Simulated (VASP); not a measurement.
## W: single point with r2SCAN

The system is W.

```
W
1.0
     0.00000    2.03000    2.03000
     2.03000    0.00000    2.03000
     2.03000    2.03000    0.00000
W
1
Direct
  0.00000 0.00000 0.00000
```

| Property | Result |
| --- | --- |
| Program | VASP 6.6.1 |
| Task | single point |
| Functional | r2SCAN |
| Potentials or basis | VASP PAW PBE potentials, release 64 (W_sv) |
| Cutoff | 520 eV |
| k mesh | 18 × 18 × 18 |
| Occupations | gaussian, width 0.1 eV |
| Spin | no spin polarisation |
| Dipole correction | no |
| Further INCAR settings | ALGO = Normal; EDIFF = 1e-07; NBANDS = 13 |

| Property | Result |
| --- | --- |
| Pressure | -8.1 GPa |
| Band gap on the k mesh | zero (band 7 reaches 12.98 eV, above the bottom of band 8 at 9.51 eV) |

Levels at points of the mesh, in eV from the Fermi level:
```csv
k point,band 4,band 5,band 6,band 7,band 8,band 9,band 10,band 11
"(0.00, 0.00, 0.00)",-38.62,-9.39,-0.57,-0.57,-0.57,2.73,2.73,13.33
"(0.50, 0.00, 0.00)",-38.78,-5.80,-0.72,-0.72,0.38,5.12,5.12,10.51
"(0.50, 0.50, 0.00)",-39.04,-5.59,-4.67,2.89,5.17,5.78,5.78,12.13
```

Wall time 98 s on 1 thread of Intel Xeon 6975P-C, with other jobs on the host, peak memory 0.17 GiB.

Caveat: the PAW data sets were made with another functional, which shifts forces and pressure a little; spin-orbit coupling is left out, which moves the levels of the heavy elements.
